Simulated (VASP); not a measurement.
# TiC in VASP: further runs

The runs below take TiC through single point, with PBEsol.

All numbers are computed with VASP 6.6.1; they aren't measurements. Logs are shortened: lines on timing, memory, paths and dates and some standing lists are left out, and cuts for length are marked.

### 1 The cell of the first run

The cell holds layers a few Å apart, 16 atoms: a = 3.036 Å, b = 4.293 Å, c = 15.626 Å, α = 90.00°, β = 90.00°, γ = 90.00°.

### 2 Single point, PBEsol

Input file INCAR:

```
PREC     = Accurate       # precision mode
ENCUT    = 520            # plane-wave cutoff, eV
EDIFF    = 1E-7           # SCF threshold, eV
ISMEAR   = 0              # smearing method
SIGMA    = 0.1            # smearing width, eV
LREAL    = Auto         
LASPH    = True           # aspherical terms in the spheres
NELM     = 80             # most SCF steps
ALGO     = Normal         # electronic algorithm
ISIF     = 2              # what is computed and relaxed
LWAVE    = False          # write WAVECAR
LCHARG   = False          # write CHGCAR
GGA      = PS             # functional
NBANDS   = 78             # bands
```

Input file KPOINTS:

```
regular mesh
0
Gamma
  11 8 1
```

Input file POSCAR:

```
TiC
1.0
    3.0358717261      0.0000000000      0.0000000000
    0.0000000000      4.2933709686      0.0000000000
    0.0000000000      0.0000000000     15.6255510413
Ti C
8 8
Direct
    0.5000000000      0.5000000000      0.1599943575
    0.0000000000      0.0000000000      0.2571388268
    0.5000000000      0.5000000000      0.3542832961
    0.0000000000      0.0000000000      0.4514277654
    0.5000000000      0.5000000000      0.5485722346
    0.0000000000      0.0000000000      0.6457167039
    0.5000000000      0.5000000000      0.7428611732
    0.0000000000      0.0000000000      0.8400056425
    0.5000000000      0.0000000000      0.1599943575
    0.0000000000      0.5000000000      0.2571388268
    0.5000000000      0.0000000000      0.3542832961
    0.0000000000      0.5000000000      0.4514277654
    0.5000000000      0.0000000000      0.5485722346
    0.0000000000      0.5000000000      0.6457167039
    0.5000000000      0.0000000000      0.7428611732
    0.0000000000      0.5000000000      0.8400056425
```

Potentials or basis: VASP PAW PBE potentials, release 64 (Ti_sv, C).

Started as:

```sh
$ cat potpaw_PBE.64/Ti_sv/POTCAR potpaw_PBE.64/C/POTCAR > POTCAR
$ mpirun -np 1 vasp_std > vasp.out
```

OUTCAR:

```text
PREC = Accurate
   ENCUT = 520
   EDIFF = 1E-7
   ISMEAR = 0
   LREAL = Auto
   LASPH = True
   NELM = 80
   ISIF = 2
   GGA = PS

 ion  position               nearest neighbor table
   1  0.500  0.500  0.160-   9 2.15   9 2.15  10 2.15  10 2.15
   2  0.000  0.000  0.257-  10 2.15  10 2.15  11 2.15  11 2.15   9 2.15   9 2.15
   3  0.500  0.500  0.354-  11 2.15  11 2.15  12 2.15  10 2.15  10 2.15  12 2.15
   4  0.000  0.000  0.451-  13 2.15  13 2.15  12 2.15  12 2.15  11 2.15  11 2.15
   5  0.500  0.500  0.549-  12 2.15  12 2.15  13 2.15  13 2.15  14 2.15  14 2.15
   6  0.000  0.000  0.646-  14 2.15  14 2.15  15 2.15  13 2.15  13 2.15  15 2.15
   7  0.500  0.500  0.743-  15 2.15  15 2.15  14 2.15  14 2.15  16 2.15  16 2.15
   8  0.000  0.000  0.840-  16 2.15  16 2.15  15 2.15  15 2.15
   9  0.500  0.000  0.160-   1 2.15   1 2.15   2 2.15   2 2.15
  10  0.000  0.500  0.257-   2 2.15   2 2.15   3 2.15   3 2.15   1 2.15   1 2.15
  11  0.500  0.000  0.354-   3 2.15   3 2.15   4 2.15   2 2.15   2 2.15   4 2.15
  12  0.000  0.500  0.451-   5 2.15   5 2.15   4 2.15   4 2.15   3 2.15   3 2.15
  13  0.500  0.000  0.549-   4 2.15   4 2.15   5 2.15   5 2.15   6 2.15   6 2.15
  14  0.000  0.500  0.646-   6 2.15   6 2.15   7 2.15   5 2.15   5 2.15   7 2.15
  15  0.500  0.000  0.743-   7 2.15   7 2.15   6 2.15   6 2.15   8 2.15   8 2.15
  16  0.000  0.500  0.840-   8 2.15   8 2.15   7 2.15   7 2.15

  LATTYP: Found a simple orthorhombic cell.
 ALAT       =     3.0358717261
 B/A-ratio  =     1.4142135623
 C/A-ratio  =     5.1469734070

  Lattice vectors:

 A1 = (   3.0358717261,   0.0000000000,   0.0000000000)
 A2 = (   0.0000000000,   4.2933709686,   0.0000000000)
 A3 = (   0.0000000000,   0.0000000000,  15.6255510413)

Analysis of symmetry for initial positions (statically):
=====================================================================
 Subroutine PRICEL returns:
 Original cell was already a primitive cell.

 Routine SETGRP: Setting up the symmetry group for a
 simple orthorhombic supercell.

 Subroutine GETGRP returns: Found  8 space group operations
 (whereof  4 operations were pure point group operations)
 out of a pool of  8 trial point group operations.

The static configuration has the point symmetry C_2v.
 The point group associated with its full space group is D_2h.

Analysis of symmetry for dynamics (positions and initial velocities):
=====================================================================
 Subroutine PRICEL returns:
 Original cell was already a primitive cell.

 Routine SETGRP: Setting up the symmetry group for a
 simple orthorhombic supercell.

 Subroutine GETGRP returns: Found  8 space group operations
 (whereof  4 operations were pure point group operations)
[... 142 lines left out ...]
   NELECT =     128.0000    total number of electrons
   NUPDOWN=      -1.0000    fix difference up-down
   EMIN   =  10.00;   EMAX   =-10.00  energy-range for DOS
   EFERMI =   0.00;   METHOD = LEGACY
   ISMEAR =     0;   SIGMA  =   0.10  broadening in eV -4-tet -1-fermi 0-gaus
   EFERMI_NEDOS =   21; number of points for ismear=-14 and -15
   IALGO  =     38    algorithm
   IMIX   =      4    mixing-type and parameters
     AMIX     =   0.40;   BMIX     =  1.00
     AMIX_MAG =   1.60;   BMIX_MAG =  1.00
  volume/ion in A,a.u.               =      12.73        85.90
  Fermi-wavevector in a.u.,A,eV,Ry     =   1.402294  2.649952 26.754886  1.966429
  Thomas-Fermi vector in A             =   2.525070
   LORBIT       =      0    0 simple, 1 ext, 2 COOP (PROOUT), +10 PAW based schemes
   GGA     = PS    functional components
   LHFCALC =     F    Hartree Fock is set to
   AEXX    =    0.0000 exact exchange contribution
   IVDW    =     0    specifies the selected vdW correction
   LEPSILON=     F    determine dielectric tensor
   LRPA    =     F    only Hartree local field effects (RPA)
 non-spin polarized calculation
 Gauss-broadening in eV      SIGMA  =   0.10
  energy-cutoff  :      520.00
  volume of cell :      203.67
 maximum number of plane-waves:      5524
 NGX is ok and might be reduce to    24
   NGX = 11   NGY = 15   NGZ = 59

 number of electron     128.0000010 magnetization

 Free energy of the ion-electron system (eV)
  ---------------------------------------------------
  ext. energy  EPLUGINS =         0.00000000
  ---------------------------------------------------
  free energy    TOTEN  =      -151.59993228 eV

  energy without entropy =     -151.57028245  energy(sigma->0) =     -151.58510737

 E-fermi :   6.7747     XC(G=0): -11.0838

 val. band max:        6.7740777047   @ k =   0.3636   0.0000   0.0000
 cond. band min:       6.7761478434   @ k =   0.0000   0.3750   0.0000
 fundamental gap:      0.0020701388
 Fermi energy:         6.7747459034

 k-point     1 :       0.0000    0.0000    0.0000
  band No.  band energies     occupation
      1     -50.0211      2.00000
      2     -50.0211      2.00000
      3     -49.5115      2.00000
      4     -49.4831      2.00000
      5     -49.4399      2.00000
      6     -49.4123      2.00000
[... 1885 lines left out ...]
     75       9.5138      0.00000
     76       9.5455      0.00000

 [... further k-points ...]

 [bands above 76 left out]

------------------------ aborting loop because EDIFF is reached ----------------------------------------

  FORCE on cell =-STRESS in cart. coord.  units (eV):
  Direction    XX          YY          ZZ          XY          YZ          ZX
  --------------------------------------------------------------------------------------
  -------------------------------------------------------------------------------------
  Total        1.3053634    -11.3509637     -6.5769711      0.0000000      0.0000000      0.0000000
  in kB       10.2689213    -89.2947949    -51.7391563      0.0000000      0.0000000      0.0000000
  external PRESSURE =     -43.5883433 kB  Pullay stress =       0.0000000 kB

 VOLUME and BASIS-vectors are now :
 -----------------------------------------------------------------------------
  energy-cutoff  :      520.00
  volume of cell :      203.67
      direct lattice vectors                 reciprocal lattice vectors
     3.035871726  0.000000000  0.000000000     0.329394681  0.000000000  0.000000000
     0.000000000  4.293370969  0.000000000     0.000000000  0.232917213  0.000000000
     0.000000000  0.000000000 15.625551041     0.000000000  0.000000000  0.063997743

 POSITION                                       TOTAL-FORCE (eV/Angst)
 -----------------------------------------------------------------------------------
      1.51794      2.14669      2.50000         0.000000      0.000000      2.163212
      0.00000      0.00000      4.01794         0.000000      0.000000     -0.375405
      1.51794      2.14669      5.53587         0.000000      0.000000      0.431436
      0.00000      0.00000      7.05381         0.000000      0.000000      0.181446
      1.51794      2.14669      8.57174         0.000000      0.000000     -0.181446
      0.00000      0.00000     10.08968         0.000000      0.000000     -0.431436
[... 8 lines left out ...]
      1.51794      0.00000     11.60762         0.000000      0.000000      1.674847
      0.00000      2.14669     13.12555         0.000000      0.000000      0.468575
 -----------------------------------------------------------------------------------
    total drift:                                0.000000      0.000000      0.000000

  FREE ENERGIE OF THE ION-ELECTRON SYSTEM (eV)
  ---------------------------------------------------
  free  energy   TOTEN  =      -151.5999322771 eV

  energy  without entropy=     -151.5702824540  energy(sigma->0) =     -151.58510737
```

OSZICAR:

```text
N       E                     dE             d eps       ncg     rms          rms(c)
DAV:   1     0.190244196396E+04    0.19024E+04   -0.62129E+04  4888   0.196E+03
DAV:   2     0.157793045778E+03   -0.17446E+04   -0.16933E+04  4680   0.620E+02
DAV:   3    -0.157371709235E+03   -0.31516E+03   -0.30312E+03  6626   0.222E+02
DAV:   4    -0.195239013184E+03   -0.37867E+02   -0.37474E+02  6656   0.719E+01
[... 14 lines left out ...]
DAV:  19    -0.151599928083E+03   -0.20973E-04   -0.52465E-05  6064   0.311E-02    0.885E-03
DAV:  20    -0.151599932136E+03   -0.40534E-05   -0.15904E-05  6568   0.164E-02    0.615E-03
DAV:  21    -0.151599932075E+03    0.61113E-07   -0.41940E-06  5496   0.719E-03    0.284E-03
DAV:  22    -0.151599932214E+03   -0.13825E-06   -0.15240E-06  5152   0.508E-03    0.144E-03
DAV:  23    -0.151599932277E+03   -0.63474E-07   -0.28017E-07  3960   0.290E-03
   1 F= -.15159993E+03 E0= -.15158511E+03  d E =-.296498E-01
```

Wall time 9.7 min (1 thread of Intel Xeon Platinum 8488C (Sapphire Rapids), shared host); peak memory 0.45 GiB.

Results:

* Free energy: -151.5999 eV
* Largest force: 2.163 eV/Å
* Band gap on the k mesh: zero (bands 64 and 65 overlap by 0.72 eV)

Forces on the atoms (eV/Å):
```
Ti   0.000  0.000  2.163
Ti   0.000  0.000 -0.375
Ti   0.000  0.000  0.431
Ti   0.000  0.000  0.181
Ti   0.000  0.000 -0.181
Ti   0.000  0.000 -0.431
Ti   0.000  0.000  0.375
Ti   0.000  0.000 -2.163
C    0.000  0.000 -0.469
C    0.000  0.000 -1.675
C    0.000  0.000 -0.187
C    0.000  0.000 -0.094
C    0.000  0.000  0.094
C    0.000  0.000  0.187
C    0.000  0.000  1.675
C    0.000  0.000  0.469
```

Caveat: the k points lie up to 0.40 Å⁻¹ apart, too coarse for converged energies and pressures of a metal; the PAW data sets were made with another functional, which shifts forces and pressure a little.

### 3 Single point, PBEsol (atoms taken out)

Input file INCAR:

```
SYSTEM = TiC
PREC     = Accurate       ! precision mode
ENCUT    = 520            ! plane-wave cutoff, eV
EDIFF    = 1E-6           ! SCF threshold, eV
ISMEAR   = 0              ! smearing method
SIGMA    = 0.1            ! smearing width, eV
LREAL    = .FALSE.        ! projectors in reciprocal space
LASPH    = .TRUE.         ! aspherical terms in the spheres
NELM     = 100            ! most SCF steps
ALGO     = Normal         ! electronic algorithm
ISIF     = 2              ! what is computed and relaxed
LWAVE    = .FALSE.        ! write WAVECAR
LCHARG   = .FALSE.        ! write CHGCAR
LDIPOL   = .TRUE.       
IDIPOL   = 3            
DIPOL    = 0.5 0.5 0.500
GGA      = PS             ! functional
NBANDS   = 60             ! bands
```

Input file KPOINTS:

```
regular mesh
0
G
  11 8 1
  0 0 0
```

Input file POSCAR:

```
TiC
1.0
    3.0358717261      0.0000000000      0.0000000000
    0.0000000000      4.2933709686      0.0000000000
    0.0000000000      0.0000000000     22.5896793152
Ti C
6 6
Direct
    0.5000000000      0.5000000000      0.3320100253
    0.0000000000      0.0000000000      0.3992060152
    0.5000000000      0.5000000000      0.4664020051
    0.0000000000      0.0000000000      0.5335979949
    0.5000000000      0.5000000000      0.6007939848
    0.0000000000      0.0000000000      0.6679899747
    0.5000000000      0.0000000000      0.3320100253
    0.0000000000      0.5000000000      0.3992060152
    0.5000000000      0.0000000000      0.4664020051
    0.0000000000      0.5000000000      0.5335979949
    0.5000000000      0.0000000000      0.6007939848
    0.0000000000      0.5000000000      0.6679899747
```

Potentials or basis: VASP PAW PBE potentials, release 64 (Ti_sv, C).

Started as:

```sh
$ cat potpaw_PBE.64/Ti_sv/POTCAR potpaw_PBE.64/C/POTCAR > POTCAR
$ mpirun -np 1 vasp_std > vasp.out
```

OUTCAR:

```text
SYSTEM = TiC
   PREC = Accurate
   ENCUT = 520
   EDIFF = 1E-6
   ISMEAR = 0
   LREAL = .FALSE.
   LASPH = .TRUE.
   NELM = 100
   ISIF = 2
   GGA = PS

 ion  position               nearest neighbor table
   1  0.500  0.500  0.332-   7 2.15   7 2.15   8 2.15   8 2.15
   2  0.000  0.000  0.399-   8 2.15   8 2.15   9 2.15   7 2.15   7 2.15   9 2.15
   3  0.500  0.500  0.466-  10 2.15  10 2.15   9 2.15   9 2.15   8 2.15   8 2.15
   4  0.000  0.000  0.534-   9 2.15   9 2.15  10 2.15  10 2.15  11 2.15  11 2.15
   5  0.500  0.500  0.601-  11 2.15  11 2.15  12 2.15  10 2.15  10 2.15  12 2.15
[... 1753 lines left out ...]
  energy-cutoff  :      520.00
  volume of cell :      294.44
      direct lattice vectors                 reciprocal lattice vectors
     3.035871726  0.000000000  0.000000000     0.329394681  0.000000000  0.000000000
     0.000000000  4.293370969  0.000000000     0.000000000  0.232917213  0.000000000
     0.000000000  0.000000000 22.589679315     0.000000000  0.000000000  0.044268003

 POSITION                                       TOTAL-FORCE (eV/Angst)
 -----------------------------------------------------------------------------------
      1.51794      2.14669      7.50000         0.000000      0.000000      2.422229
      0.00000      0.00000      9.01794         0.000000      0.000000     -0.422813
      1.51794      2.14669     10.53587         0.000000      0.000000      0.364532
      0.00000      0.00000     12.05381         0.000000      0.000000     -0.364532
      1.51794      2.14669     13.57174         0.000000      0.000000      0.422813
      0.00000      0.00000     15.08968         0.000000      0.000000     -2.422229
      1.51794      0.00000      7.50000         0.000000      0.000000     -0.523624
      0.00000      2.14669      9.01794         0.000000      0.000000     -1.676404
      1.51794      0.00000     10.53587         0.000000      0.000000      0.010262
      0.00000      2.14669     12.05381         0.000000      0.000000     -0.010262
      1.51794      0.00000     13.57174         0.000000      0.000000      1.676404
      0.00000      2.14669     15.08968         0.000000      0.000000      0.523624
 -----------------------------------------------------------------------------------
    total drift:                                0.000000      0.000000      0.000000

  FREE ENERGIE OF THE ION-ELECTRON SYSTEM (eV)
  ---------------------------------------------------
  free  energy   TOTEN  =      -111.8799349681 eV

  energy  without entropy=     -111.8563105572  energy(sigma->0) =     -111.86812276

 vacuum level on the upper side and lower side of the slab         5.356         5.356
```

OSZICAR:

```text
N       E                     dE             d eps       ncg     rms          rms(c)
DAV:   1     0.131053273655E+04    0.13105E+04   -0.49221E+04  3856   0.166E+03
DAV:   2     0.691456906917E+02   -0.12414E+04   -0.12030E+04  3876   0.528E+02
DAV:   3    -0.121570020986E+03   -0.19072E+03   -0.18590E+03  5544   0.187E+02
[... 20 lines left out ...]
DAV:  24    -0.111879899920E+03   -0.40074E-04   -0.50762E-06  3176   0.709E-03    0.171E-03
DAV:  25    -0.111879928459E+03   -0.28539E-04   -0.38500E-06  3176   0.622E-03    0.253E-03
DAV:  26    -0.111879933400E+03   -0.49412E-05   -0.58021E-07  2656   0.494E-03    0.680E-04
DAV:  27    -0.111879934512E+03   -0.11116E-05   -0.21053E-07  2372   0.169E-03    0.376E-04
DAV:  28    -0.111879934968E+03   -0.45637E-06   -0.82080E-08  2308   0.145E-03
   1 F= -.11187993E+03 E0= -.11186812E+03  d E =-.236244E-01
```

stdout:

```text
POSCAR found type information on POSCAR TiC
 POSCAR found :  2 types and      12 ions
 scaLAPACK will be used
 -----------------------------------------------------------------------------
|                                                                             |
|                                                                             |
|     You enforced a specific xc type in the INCAR file but a different       |
|     I HOPE YOU KNOW WHAT YOU ARE DOING!                                     |
|                                                                             |
 -----------------------------------------------------------------------------

 LDA part: xc-table for (Slater+PW92), standard interpolation
 POSCAR, INCAR and KPOINTS ok, starting setup
 FFT: planning ... GRIDC
 FFT: planning ... GRID_SOFT
 FFT: planning ... GRID
 WAVECAR not read
 entering main loop
```

Wall time 11 min (1 thread of Intel Xeon Platinum 8488C (Sapphire Rapids), shared host); peak memory 0.58 GiB.

What came out:

| Item | Value |
| --- | --- |
| Free energy | -111.8799 eV |
| Largest force | 2.422 eV/Å |
| Band gap on the k mesh | zero (bands 48 and 49 overlap by 0.59 eV) |

Forces in eV/Å, atoms in the order of the input:
```
Ti   0.000  0.000  2.422
Ti   0.000  0.000 -0.423
Ti   0.000  0.000  0.365
Ti   0.000  0.000 -0.365
Ti   0.000  0.000  0.423
Ti   0.000  0.000 -2.422
C    0.000  0.000 -0.524
C    0.000  0.000 -1.676
C    0.000  0.000  0.010
C    0.000  0.000 -0.010
C    0.000  0.000  1.676
C    0.000  0.000  0.524
```

Caveat: the cell differs from its parent crystal (atoms taken out); the PAW data sets were made with another functional, which shifts forces and pressure a little.

The gap in the log of VASP goes by the Fermi energy; the results here count the filled bands.